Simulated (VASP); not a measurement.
# FeCo3 (Pm-3m) in VASP: a series of runs, part 2 of 2

VASP 6.6.1. The steps go on from the part before.

**6. Single point, PBEsol, collinear spin, ferromagnetic start**

This run uses another cell than the first one, of 11.05 Å³/atom.

Input file INCAR:

```
ALGO = Fast
EDIFF = 1E-6
ENCUT = 520
GGA = PS
ISIF = 2
ISMEAR = 0
ISPIN = 2
LASPH = True
LCHARG = False
LMAXMIX = 4
LORBIT = 11
LREAL = False
LWAVE = False
MAGMOM = 2.89 1.87 1.87 1.87
NBANDS = 30
NELM = 150
PREC = Accurate
SIGMA = 0.1
```

Input file KPOINTS:

```
k-points
0
Gamma
  12 12 12
```

Input file POSCAR:

```
FeCo3
1.0
    3.5357026200      0.0000000000      0.0000000000
    0.0000000000      3.5357026200      0.0000000000
    0.0000000000      0.0000000000      3.5357026200
Fe Co
1 3
Direct
    0.0000000000      0.0000000000      0.0000000000
    0.5000000000      0.5000000000      0.0000000000
    0.5000000000      0.0000000000      0.5000000000
    0.0000000000      0.5000000000      0.5000000000
```

Potentials or basis: VASP PAW PBE potentials, release 64 (Fe, Co).

Started as:

```sh
> cat potpaw_PBE.64/Fe/POTCAR potpaw_PBE.64/Co/POTCAR > POTCAR
> mpirun -np 1 vasp_std > vasp.out
```

OUTCAR:

```text
EDIFF = 1E-6
   ENCUT = 520
   GGA = PS
   ISIF = 2
   ISMEAR = 0
   ISPIN = 2
   LASPH = True
   LORBIT = 11
   LREAL = False
   NELM = 150
   PREC = Accurate

 ion  position               nearest neighbor table
   1  0.000  0.000  0.000-   2 2.50   3 2.50   4 2.50   3 2.50   4 2.50   2 2.50   4 2.50   4 2.50
                             2 2.50   3 2.50   3 2.50   2 2.50
   2  0.500  0.500  0.000-   1 2.50   3 2.50   4 2.50   3 2.50   4 2.50   1 2.50   3 2.50   3 2.50
                             1 2.50   4 2.50   4 2.50   1 2.50
   3  0.500  0.000  0.500-   1 2.50   2 2.50   4 2.50   1 2.50   2 2.50   2 2.50   4 2.50   2 2.50
                             1 2.50   4 2.50   1 2.50   4 2.50
   4  0.000  0.500  0.500-   1 2.50   2 2.50   3 2.50   1 2.50   2 2.50   1 2.50   3 2.50   1 2.50
                             2 2.50   3 2.50   2 2.50   3 2.50

  LATTYP: Found a simple cubic cell.
 ALAT       =     3.5357026200

  Lattice vectors:

 A1 = (   3.5357026200,   0.0000000000,   0.0000000000)
 A2 = (   0.0000000000,   3.5357026200,   0.0000000000)
 A3 = (   0.0000000000,   0.0000000000,   3.5357026200)

Analysis of symmetry for initial positions (statically):
=====================================================================
 Subroutine PRICEL returns:
 Original cell was already a primitive cell.

 Routine SETGRP: Setting up the symmetry group for a
 simple cubic supercell.

 Subroutine GETGRP returns: Found 48 space group operations
 (whereof 48 operations were pure point group operations)
 out of a pool of 48 trial point group operations.

The static configuration has the point symmetry O_h .

Analysis of symmetry for dynamics (positions and initial velocities):
=====================================================================
 Subroutine PRICEL returns:
 Original cell was already a primitive cell.

 Routine SETGRP: Setting up the symmetry group for a
 simple cubic supercell.

 Subroutine GETGRP returns: Found 48 space group operations
 (whereof 48 operations were pure point group operations)
 out of a pool of 48 trial point group operations.

The dynamic configuration has the point symmetry O_h .

Analysis of structural, dynamic, and magnetic symmetry:
=====================================================================
 Subroutine PRICEL returns:
 Original cell was already a primitive cell.

 Routine SETGRP: Setting up the symmetry group for a
 simple cubic supercell.

 Subroutine GETGRP returns: Found 48 space group operations
 (whereof 48 operations were pure point group operations)
 out of a pool of 48 trial point group operations.

The overall configuration has the point symmetry O_h .

 Subroutine INISYM returns: Found 48 space group operations
 (whereof 48 operations are pure point group operations),
 and found     1 'primitive' translations

----------------------------------------------------------------------------------------

                                     Primitive cell

  volume of cell :      44.2005

  direct lattice vectors                    reciprocal lattice vectors
     3.535702620  0.000000000  0.000000000     0.282829216  0.000000000  0.000000000
     0.000000000  3.535702620  0.000000000     0.000000000  0.282829216  0.000000000
     0.000000000  0.000000000  3.535702620     0.000000000  0.000000000  0.282829216

[... 88 lines left out ...]
   LREAL  =      F    real-space projection
   EDIFFG = 0.1E-04   stopping-criterion for IOM
   NSW    =      0    number of steps for IOM
   IBRION =     -1    ionic relax: 0-MD 1-quasi-New 2-CG
   NFREE  =      0    steps in history (QN), initial steepest desc. (CG)
   ISIF   =      2    stress and relaxation
   ISYM   =      2    0-nonsym 1-usesym 2-fastsym
   POTIM  = 0.5000    time-step for ionic-motion
   TEBEG  =    0.0;   TEEND  =   0.0 temperature during run
   PSTRESS=    0.0 pullay stress
   NELECT =      35.0000    total number of electrons
   NUPDOWN=      -1.0000    fix difference up-down
   EMIN   =  10.00;   EMAX   =-10.00  energy-range for DOS
   EFERMI =   0.00;   METHOD = LEGACY
   ISMEAR =     0;   SIGMA  =   0.10  broadening in eV -4-tet -1-fermi 0-gaus
   EFERMI_NEDOS =   21; number of points for ismear=-14 and -15
   IALGO  =     68    algorithm
   IMIX   =      4    mixing-type and parameters
     AMIX     =   0.40;   BMIX     =  1.00
     AMIX_MAG =   1.60;   BMIX_MAG =  1.00
  volume/ion in A,a.u.               =      11.05        74.57
  Fermi-wavevector in a.u.,A,eV,Ry     =   1.514567  2.862116 31.210578  2.293913
  Thomas-Fermi vector in A             =   2.624207
   LORBIT       =     11    0 simple, 1 ext, 2 COOP (PROOUT), +10 PAW based schemes
   GGA     = PS    functional components
   LHFCALC =     F    Hartree Fock is set to
   AEXX    =    0.0000 exact exchange contribution
   IVDW    =     0    specifies the selected vdW correction
   LEPSILON=     F    determine dielectric tensor
   LRPA    =     F    only Hartree local field effects (RPA)
 spin polarized calculation
 RMM-DIIS sequential band-by-band and
 Gauss-broadening in eV      SIGMA  =   0.10
  energy-cutoff  :      520.00
  volume of cell :       44.20
 maximum number of plane-waves:      1213
 NGX is ok and might be reduce to    28
   NGX = 13   NGY = 13   NGZ = 13

 number of electron      34.9999991 magnetization       7.3410388

 Free energy of the ion-electron system (eV)
  ---------------------------------------------------
  ext. energy  EPLUGINS =         0.00000000
  ---------------------------------------------------
  free energy    TOTEN  =       -31.98760636 eV

  energy without entropy =      -31.96652768  energy(sigma->0) =      -31.97706702

 E-fermi :   8.9012     XC(G=0): -13.4572

 val. band max:        8.8999735046   @ k =   0.4167   0.2500   0.1667
 cond. band min:       8.9096833971   @ k =   0.5000   0.3333   0.0833
 fundamental gap:      0.0097098924
 Fermi energy:         8.9011837596

 spin component 1

 k-point     1 :       0.0000    0.0000    0.0000
  band No.  band energies     occupation
      1       0.0130      1.00000
      2       3.6645      1.00000
      3       3.6645      1.00000
      4       3.8086      1.00000
      5       4.3796      1.00000
      6       4.3796      1.00000
[... 757 lines left out ...]
     28      21.4126      0.00000
     29      22.0521      0.00000

 [... further k-points ...]

 spin component 2

 k-point     1 :       0.0000    0.0000    0.0000
  band No.  band energies     occupation
      1       0.1541      1.00000
      2       4.9925      1.00000
      3       5.0411      1.00000
      4       5.0411      1.00000
      5       5.7497      1.00000
      6       5.7497      1.00000
[... 757 lines left out ...]
     28      22.0152      0.00000
     29      22.6862      0.00000

 [... further k-points ...]

 [bands above 29 left out]

------------------------ aborting loop because EDIFF is reached ----------------------------------------

  FORCE on cell =-STRESS in cart. coord.  units (eV):
  Direction    XX          YY          ZZ          XY          YZ          ZX
  --------------------------------------------------------------------------------------
  -------------------------------------------------------------------------------------
  Total       -2.4815630     -2.4815630     -2.4815630     -0.0000000     -0.0000000     -0.0000000
  in kB      -89.9515599    -89.9515599    -89.9515599     -0.0000000     -0.0000000     -0.0000000
  external PRESSURE =     -89.9515599 kB  Pullay stress =       0.0000000 kB

 VOLUME and BASIS-vectors are now :
 -----------------------------------------------------------------------------
  energy-cutoff  :      520.00
  volume of cell :       44.20
      direct lattice vectors                 reciprocal lattice vectors
     3.535702620  0.000000000  0.000000000     0.282829216  0.000000000  0.000000000
     0.000000000  3.535702620  0.000000000     0.000000000  0.282829216  0.000000000
     0.000000000  0.000000000  3.535702620     0.000000000  0.000000000  0.282829216

 POSITION                                       TOTAL-FORCE (eV/Angst)
 -----------------------------------------------------------------------------------
      0.00000      0.00000      0.00000         0.000000      0.000000      0.000000
      1.76785      1.76785      0.00000         0.000000      0.000000      0.000000
      1.76785      0.00000      1.76785         0.000000      0.000000      0.000000
      0.00000      1.76785      1.76785         0.000000      0.000000      0.000000
 -----------------------------------------------------------------------------------
    total drift:                                0.000000      0.000000      0.000000

  FREE ENERGIE OF THE ION-ELECTRON SYSTEM (eV)
  ---------------------------------------------------
  free  energy   TOTEN  =       -31.9876063645 eV

  energy  without entropy=      -31.9665276757  energy(sigma->0) =      -31.97706702

 total charge

# of ion       s       p       d       tot
------------------------------------------
    1        0.487   0.532   6.209   7.228
    2        0.490   0.522   7.257   8.269
    3        0.490   0.522   7.257   8.269
    4        0.490   0.522   7.257   8.269
--------------------------------------------------
tot          1.957   2.098  27.979  32.034

 magnetization (x)

# of ion       s       p       d       tot
------------------------------------------
    1       -0.005  -0.034   2.604   2.565
    2       -0.018  -0.049   1.667   1.600
    3       -0.018  -0.049   1.667   1.600
    4       -0.018  -0.049   1.667   1.600
--------------------------------------------------
tot         -0.059  -0.180   7.604   7.365
```

Wall time 4.3 min (1 thread of AMD EPYC 7R43 (Zen 3), shared host); peak memory 0.25 GiB.

Results:

```yaml
Free_energy: -31.9876 eV
Pressure: -9.0 GPa
Net_moment: 7.34 μB per cell
Site_moments: Fe +2.56; Co +1.60 μB
Valence_electrons_inside_the_program's_atomic_spheres: Fe 7.23; Co 8.27
```

Caveat: the cell stands under tension; the PAW data sets were made with another functional, which shifts forces and pressure a little.

**7. Overview**

```tsv
level	spin	fixed moment (μB)	cell	gap on the mesh (eV)	pressure (GPa)	moment (μB)
PBEsol	off	-	a = 3.650 Å, 4 atoms	none	-37.7	-
PBEsol	off	-	a = 3.736 Å, 4 atoms	none	-42.5	-
PBEsol	collinear, zero start	0.0	a = 3.536 Å, 4 atoms	-	-26.1	0.00
r2SCAN	collinear, ferrimagnetic start	-	a = 3.536 Å, 4 atoms	none	-4.4	2.71
PBEsol	collinear, ferromagnetic start	-	a = 3.536 Å, 4 atoms	none	-9.0	7.34
```

Alike in all rows: task single point; potentials or basis VASP PAW PBE potentials, release 64 (Fe, Co); k mesh 12 × 12 × 12; cutoff (eV) 520; smearing gaussian 0.1 eV.

Caveats: the cell stands under tension; the PAW data sets were made with another functional, which shifts forces and pressure a little; the total moment is fixed, so each spin has its own Fermi level (at least some runs).

Absolute energies hang on the potentials; compare differences alone.
